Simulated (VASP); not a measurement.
# Ge (Fd-3m) in VASP: notebook

Ge is run at these levels: PBE; tasks: single point.

All numbers are computed with VASP 6.6.1; they aren't measurements. Logs are shortened: lines on timing, memory, paths and dates and some standing lists are left out, and cuts for length are marked.

## Step 1: The cell of the first run

Symmetry: Fd-3m, No. 227, cubic system. The conventional cell has a = 5.818 Å, b = 5.818 Å, c = 5.818 Å, α = 90.00°, β = 90.00°, γ = 90.00°. Ge (site symmetry -43m) has 4 Ge at 2.52 Å within 3.3 Å.

## Step 2: Single point, PBE (volume scaled by 1.03)

Contents of INCAR:

```
SYSTEM = Ge
PREC     = Accurate       ! precision mode
ENCUT    = 520            ! plane-wave cutoff, eV
EDIFF    = 1E-6           ! SCF threshold, eV
ISMEAR   = 0              ! smearing method
SIGMA    = 0.1            ! smearing width, eV
LREAL    = .False.        ! projectors in reciprocal space
LASPH    = .True.         ! aspherical terms in the spheres
NELM     = 80             ! most SCF steps
ALGO     = Normal         ! electronic algorithm
ISIF     = 2              ! what is computed and relaxed
LWAVE    = .False.        ! write WAVECAR
LCHARG   = .False.        ! write CHGCAR
GGA      = PE             ! functional
NBANDS   = 21             ! bands
```

Contents of KPOINTS:

```
regular mesh
0
Gamma
  14 14 14
  0 0 0
```

Contents of POSCAR:

```
Ge
1.0
    0.0000000000      2.9090584710      2.9090584710
    2.9090584710      0.0000000000      2.9090584710
    2.9090584710      2.9090584710      0.0000000000
Ge
2
Direct
    0.0000000000      0.0000000000      0.0000000000
    0.2500000000      0.2500000000      0.2500000000
```

Potentials or basis: VASP PAW PBE potentials, release 64 (Ge_d).

Launch:

```bash
$ cat potpaw_PBE.64/Ge_d/POTCAR > POTCAR
$ mpirun -np 1 vasp_std > vasp.out
```

OUTCAR:

```text
SYSTEM = Ge
   PREC = Accurate
   ENCUT = 520
   EDIFF = 1E-6
   ISMEAR = 0
   LREAL = .False.
   LASPH = .True.
   NELM = 80
   ISIF = 2
   GGA = PE

 ion  position               nearest neighbor table
   1  0.000  0.000  0.000-   2 2.52   2 2.52   2 2.52   2 2.52
   2  0.250  0.250  0.250-   1 2.52   1 2.52   1 2.52   1 2.52

  LATTYP: Found a face centered cubic cell.
 ALAT       =     5.8181169420

  Lattice vectors:

 A1 = (   0.0000000000,   2.9090584710,   2.9090584710)
 A2 = (   2.9090584710,   0.0000000000,   2.9090584710)
 A3 = (   2.9090584710,   2.9090584710,   0.0000000000)

Analysis of symmetry for initial positions (statically):
=====================================================================
 Subroutine PRICEL returns:
 Original cell was already a primitive cell.

 Routine SETGRP: Setting up the symmetry group for a
 face centered cubic supercell.

 Subroutine GETGRP returns: Found 48 space group operations
 (whereof 24 operations were pure point group operations)
 out of a pool of 48 trial point group operations.

The static configuration has the point symmetry T_d .
 The point group associated with its full space group is O_h .

Analysis of symmetry for dynamics (positions and initial velocities):
=====================================================================
 Subroutine PRICEL returns:
 Original cell was already a primitive cell.

 Routine SETGRP: Setting up the symmetry group for a
 face centered cubic supercell.

 Subroutine GETGRP returns: Found 48 space group operations
 (whereof 24 operations were pure point group operations)
 out of a pool of 48 trial point group operations.

The dynamic configuration has the point symmetry T_d .
 The point group associated with its full space group is O_h .

 Subroutine INISYM returns: Found 48 space group operations
 (whereof 24 operations are pure point group operations),
 and found     1 'primitive' translations

----------------------------------------------------------------------------------------

                                     Primitive cell

  volume of cell :      49.2365

  direct lattice vectors                    reciprocal lattice vectors
     0.000000000  2.909058471  2.909058471    -0.171876917  0.171876917  0.171876917
     2.909058471  0.000000000  2.909058471     0.171876917 -0.171876917  0.171876917
     2.909058471  2.909058471  0.000000000     0.171876917  0.171876917 -0.171876917

  length of vectors
     4.114029943  4.114029943  4.114029943     0.297699552  0.297699552  0.297699552

  position of ions in fractional coordinates (direct lattice)
     0.000000000  0.000000000  0.000000000
     0.250000000  0.250000000  0.250000000

  ion indices of the primitive-cell ions
   primitive index   ion index
                 1           1
                 2           2

----------------------------------------------------------------------------------------

 KPOINTS: regular mesh

Automatic generation of k-mesh.
 Grid dimensions read from file:
 generate k-points for:   14   14   14

 Generating k-lattice:

  Cartesian coordinates                     Fractional coordinates (reciprocal lattice)
    -0.012276923  0.012276923  0.012276923     0.071428571  0.000000000  0.000000000
     0.012276923 -0.012276923  0.012276923     0.000000000  0.071428571  0.000000000
     0.012276923  0.012276923 -0.012276923     0.000000000  0.000000000  0.071428571

  Length of vectors
     0.021264254  0.021264254  0.021264254

  Shift w.r.t. Gamma in fractional coordinates (k-lattice)
     0.000000000  0.000000000  0.000000000

 Subroutine IBZKPT returns following result:
 ===========================================

 Found    104 irreducible k-points:

 Following reciprocal coordinates:
            Coordinates               Weight
  0.000000  0.000000  0.000000      1.000000
  0.071429  0.000000  0.000000      8.000000
  0.142857  0.000000  0.000000      8.000000
  0.214286  0.000000  0.000000      8.000000
  0.285714  0.000000  0.000000      8.000000
  0.357143  0.000000  0.000000      8.000000
[... 16 lines left out ...]
  0.214286  0.142857  0.000000     24.000000
  0.285714  0.142857  0.000000     24.000000
 [... further k-points ...]
   k-points           NKPTS =    104   k-points in BZ     NKDIM =    104   number of bands    NBANDS=     21
   number of dos      NEDOS =    301   number of ions     NIONS =      2
   total plane-waves  NPLWV =  32768
   dimension x,y,z NGX =    32 NGY =   32 NGZ =   32
   dimension x,y,z NGXF=    64 NGYF=   64 NGZF=   64
   ions per type =               2
   NGX,Y,Z   is equivalent  to a cutoff of  12.93, 12.93, 12.93 a.u.
   NGXF,Y,Z  is equivalent  to a cutoff of  25.86, 25.86, 25.86 a.u.
 SYSTEM =  Ge
   PREC   = accura    normal or accurate (medium, high low for compatibility)
   ISTART =      0    job   : 0-new  1-cont  2-samecut
   ICHARG =      2    charge: 1-file 2-atom 10-const
   ISPIN  =      1    spin polarized calculation?
   LNONCOLLINEAR =      F non collinear calculations
   LSORBIT =      F    spin-orbit coupling
   LASPH  =      T    aspherical Exc in radial PAW
   ENCUT  =  520.0 eV  38.22 Ry    6.18 a.u.   7.65  7.65  7.65*2*pi/ulx,y,z
   NELM   =     80;   NELMIN=  2; NELMDL= -5     # of ELM steps
   EDIFF  = 0.1E-05   stopping-criterion for ELM
   LREAL  =      F    real-space projection
[... 7 lines left out ...]
   TEBEG  =    0.0;   TEEND  =   0.0 temperature during run
   PSTRESS=    0.0 pullay stress
   NELECT =      28.0000    total number of electrons
   NUPDOWN=      -1.0000    fix difference up-down
   EMIN   =  10.00;   EMAX   =-10.00  energy-range for DOS
   EFERMI =   0.00;   METHOD = LEGACY
   ISMEAR =     0;   SIGMA  =   0.10  broadening in eV -4-tet -1-fermi 0-gaus
   EFERMI_NEDOS =   21; number of points for ismear=-14 and -15
   IALGO  =     38    algorithm
   IMIX   =      4    mixing-type and parameters
     AMIX     =   0.40;   BMIX     =  1.00
     AMIX_MAG =   1.60;   BMIX_MAG =  1.00
  volume/ion in A,a.u.               =      24.62       166.13
  Fermi-wavevector in a.u.,A,eV,Ry     =   1.356329  2.563090 25.029665  1.839628
  Thomas-Fermi vector in A             =   2.483341
   LORBIT       =      0    0 simple, 1 ext, 2 COOP (PROOUT), +10 PAW based schemes
   GGA     = PE    functional components
   LHFCALC =     F    Hartree Fock is set to
   AEXX    =    0.0000 exact exchange contribution
   IVDW    =     0    specifies the selected vdW correction
   LEPSILON=     F    determine dielectric tensor
   LRPA    =     F    only Hartree local field effects (RPA)
 non-spin polarized calculation
 Gauss-broadening in eV      SIGMA  =   0.10
  energy-cutoff  :      520.00
  volume of cell :       49.24
 maximum number of plane-waves:      1363
   NGX = 15   NGY = 15   NGZ = 15

 number of electron      27.9999976 magnetization

 Free energy of the ion-electron system (eV)
  ---------------------------------------------------
  ext. energy  EPLUGINS =         0.00000000
  ---------------------------------------------------
  free energy    TOTEN  =        -9.02950978 eV

  energy without entropy =       -9.02885490  energy(sigma->0) =       -9.02918234

 E-fermi :   4.1699     XC(G=0):  -9.5341

 val. band max:        4.1526350626   @ k =   0.5000   0.0000   0.0000
 cond. band min:       4.1935011822   @ k =   0.4286   0.0000   0.0000
 fundamental gap:      0.0408661197
 Fermi energy:         4.1698878212

 k-point     1 :       0.0000    0.0000    0.0000
  band No.  band energies     occupation
      1     -20.5054      2.00000
      2     -20.5054      2.00000
      3     -20.5054      2.00000
      4     -20.4754      2.00000
      5     -20.4754      2.00000
      6     -20.3060      2.00000
[... 13 lines left out ...]
     20      13.4709      0.00000
     21      13.4709      0.00000

 k-point     2 :       0.0714    0.0000    0.0000
  band No.  band energies     occupation
      1     -20.5080      2.00000
      2     -20.5080      2.00000
      3     -20.5047      2.00000
      4     -20.4719      2.00000
      5     -20.4719      2.00000
      6     -20.3113      2.00000
[... 13 lines left out ...]
     20      13.0596      0.00000
     21      13.0596      0.00000

 k-point     3 :       0.1429    0.0000    0.0000
  band No.  band energies     occupation
      1     -20.5131      2.00000
      2     -20.5131      2.00000
      3     -20.5028      2.00000
      4     -20.4645      2.00000
      5     -20.4645      2.00000
      6     -20.3189      2.00000
[... 13 lines left out ...]
     20      12.5543      0.00000
     21      12.5543      0.00000

 k-point     4 :       0.2143    0.0000    0.0000
  band No.  band energies     occupation
      1     -20.5179      2.00000
      2     -20.5179      2.00000
      3     -20.4999      2.00000
      4     -20.4565      2.00000
      5     -20.4565      2.00000
      6     -20.3257      2.00000
[... 13 lines left out ...]
     20      12.3532      0.00000
     21      12.3532      0.00000

 k-point     5 :       0.2857    0.0000    0.0000
  band No.  band energies     occupation
      1     -20.5216      2.00000
      2     -20.5216      2.00000
      3     -20.4966      2.00000
      4     -20.4497      2.00000
      5     -20.4497      2.00000
      6     -20.3310      2.00000
[... 13 lines left out ...]
     20      12.5811      0.00000
     21      12.5811      0.00000
[... 382 lines left out ...]
     20      12.3961      0.00000
     21      12.9210      0.00000

 k-point    22 :       0.1429    0.1429    0.0000
  band No.  band energies     occupation
      1     -20.5114      2.00000
      2     -20.5114      2.00000
      3     -20.5113      2.00000
      4     -20.4662      2.00000
      5     -20.4525      2.00000
      6     -20.3397      2.00000
[... 13 lines left out ...]
     20      11.8683      0.00000
     21      13.8021      0.00000

 k-point    23 :       0.2143    0.1429    0.0000
  band No.  band energies     occupation
      1     -20.5184      2.00000
      2     -20.5149      2.00000
      3     -20.5068      2.00000
      4     -20.4603      2.00000
      5     -20.4430      2.00000
      6     -20.3500      2.00000
[... 13 lines left out ...]
     20      12.5942      0.00000
     21      13.7436      0.00000

 k-point    24 :       0.2857    0.1429    0.0000
  band No.  band energies     occupation
      1     -20.5251      2.00000
      2     -20.5189      2.00000
      3     -20.5002      2.00000
      4     -20.4529      2.00000
      5     -20.4345      2.00000
      6     -20.3580      2.00000
[... 13 lines left out ...]
     20      13.2135      0.00000
     21      13.7776      0.00000

 [... further k-points ...]

------------------------ aborting loop because EDIFF is reached ----------------------------------------

  FORCE on cell =-STRESS in cart. coord.  units (eV):
  Direction    XX          YY          ZZ          XY          YZ          ZX
  --------------------------------------------------------------------------------------
  -------------------------------------------------------------------------------------
  Total       -0.5031848     -0.5031848     -0.5031848      0.0000000      0.0000000      0.0000000
  in kB      -16.3738482    -16.3738482    -16.3738482      0.0000000      0.0000000      0.0000000
  external PRESSURE =     -16.3738482 kB  Pullay stress =       0.0000000 kB

 VOLUME and BASIS-vectors are now :
 -----------------------------------------------------------------------------
  energy-cutoff  :      520.00
  volume of cell :       49.24
      direct lattice vectors                 reciprocal lattice vectors
     0.000000000  2.909058471  2.909058471    -0.171876917  0.171876917  0.171876917
     2.909058471  0.000000000  2.909058471     0.171876917 -0.171876917  0.171876917
     2.909058471  2.909058471  0.000000000     0.171876917  0.171876917 -0.171876917

 POSITION                                       TOTAL-FORCE (eV/Angst)
 -----------------------------------------------------------------------------------
      0.00000      0.00000      0.00000         0.000000      0.000000     -0.000000
      1.45453      1.45453      1.45453        -0.000000     -0.000000      0.000000
 -----------------------------------------------------------------------------------
    total drift:                               -0.000000      0.000000      0.000000

  FREE ENERGIE OF THE ION-ELECTRON SYSTEM (eV)
  ---------------------------------------------------
  free  energy   TOTEN  =        -9.0295097807 eV

  energy  without entropy=       -9.0288549003  energy(sigma->0) =       -9.02918234
```

Run time: 32 s. Hardware: 1 thread of Intel Xeon 6975P-C (Granite Rapids), shared host; peak memory 0.22 GiB.

What came out:

```
Free energy            : -9.0295 eV
Pressure               : -1.6 GPa
Band gap on the k mesh : zero (band 14 reaches 4.21 eV, above the bottom of band 15 at 4.15 eV)
```

## Step 3: Single point, PBE (volume scaled by 1.06)

Contents of INCAR:

```
ALGO = Normal ; EDIFF = 1E-6
ENCUT = 520 ; GGA = PE
ISIF = 2 ; ISMEAR = 0
LASPH = T ; LCHARG = F
LREAL = F ; LWAVE = F
NBANDS = 21 ; NELM = 100
PREC = Accurate ; SIGMA = 0.1
```

Contents of KPOINTS:

```
k-points
0
Gamma
  14 14 14
```

Contents of POSCAR:

```
Ge
1.0
    0.0000000000      2.9370319031      2.9370319031
    2.9370319031      0.0000000000      2.9370319031
    2.9370319031      2.9370319031      0.0000000000
Ge
2
Direct
    0.0000000000      0.0000000000      0.0000000000
    0.2500000000      0.2500000000      0.2500000000
```

Potentials or basis: VASP PAW PBE potentials, release 64 (Ge_d).

Launch:

```bash
$ cat potpaw_PBE.64/Ge_d/POTCAR > POTCAR
$ mpirun -np 1 vasp_std > vasp.out
```

It took 30 s on 1 thread of Intel Xeon 6975P-C (Granite Rapids), shared host; peak memory 0.22 GiB.

Results (log left out):

```yaml
Free_energy: -9.0089 eV
Pressure: -3.0 GPa
Band_gap_on_the_k_mesh: zero (band 14 reaches 3.96 eV, above the bottom of band 15 at 3.82 eV)
```

Levels at points of the mesh, in eV from the Fermi level:
```
           k point  band 12  band 13  band 14  band 15  band 16  band 17
(0.00, 0.00, 0.00)    -0.89     0.07     0.07     0.07     2.56     2.56
(0.50, 0.00, 0.00)    -7.07    -1.18    -1.18    -0.07     3.74     3.74
(0.50, 0.50, 0.00)    -8.43    -2.64    -2.64     0.94     0.94     8.67
```

## Step 4: Single point, PBE (volume scaled by 1.10)

Contents of INCAR:

```
PREC     = Accurate       # precision mode
ENCUT    = 520            # plane-wave cutoff, eV
EDIFF    = 1E-6           # SCF threshold, eV
ISMEAR   = 0              # smearing method
SIGMA    = 0.1            # smearing width, eV
LREAL    = False          # projectors in reciprocal space
LASPH    = True           # aspherical terms in the spheres
NELM     = 60             # most SCF steps
ALGO     = Normal         # electronic algorithm
ISIF     = 2              # what is computed and relaxed
LWAVE    = False          # write WAVECAR
LCHARG   = True           # write CHGCAR
GGA      = PE             # functional
LELF     = True           # ELF
LVHAR    = True         
NBANDS   = 21             # bands
```

Contents of KPOINTS:

```
Automatic mesh
0
Gamma
  14 14 14
```

Contents of POSCAR:

```
Ge
1.0
    0.0000000000      2.9735205025      2.9735205025
    2.9735205025      0.0000000000      2.9735205025
    2.9735205025      2.9735205025      0.0000000000
Ge
2
Direct
    0.0000000000      0.0000000000      0.0000000000
    0.2500000000      0.2500000000      0.2500000000
```

Launch:

```bash
$ cat potpaw_PBE.64/Ge_d/POTCAR > POTCAR
$ mpirun -np 1 vasp_std > vasp.out
```

Run time: 31 s. Hardware: 1 thread of Intel Xeon 6975P-C (Granite Rapids), shared host; peak memory 0.22 GiB.

Results (log left out):

```
Free energy            : -8.9647 eV
Pressure               : -4.4 GPa
Band gap on the k mesh : zero (band 14 reaches 3.64 eV, above the bottom of band 15 at 3.42 eV)
```

Levels at points of the mesh, in eV from the Fermi level:
```csv
k point,band 12,band 13,band 14,band 15,band 16,band 17
"(0.00, 0.00, 0.00)",-1.16,0.09,0.09,0.09,2.57,2.57
"(0.50, 0.00, 0.00)",-6.92,-1.10,-1.10,-0.13,3.73,3.73
"(0.50, 0.50, 0.00)",-8.29,-2.50,-2.50,1.00,1.00,8.41
```

## Step 5: The runs side by side

```tsv
cell	gap on the mesh (eV)	pressure (GPa)
a = 4.114 Å, angles 60.0°, 2 atoms	none	-1.6
a = 4.154 Å, angles 60.0°, 2 atoms	none	-3.0
a = 4.205 Å, angles 60.0°, 2 atoms	none	-4.4
```

Alike in all rows: task single point; level PBE; potentials or basis VASP PAW PBE potentials, release 64 (Ge_d); no spin polarisation; k mesh 14 × 14 × 14; cutoff (eV) 520; smearing gaussian 0.1 eV.

Total energies depend on the potentials used, so only differences within one code and one set of settings carry meaning.
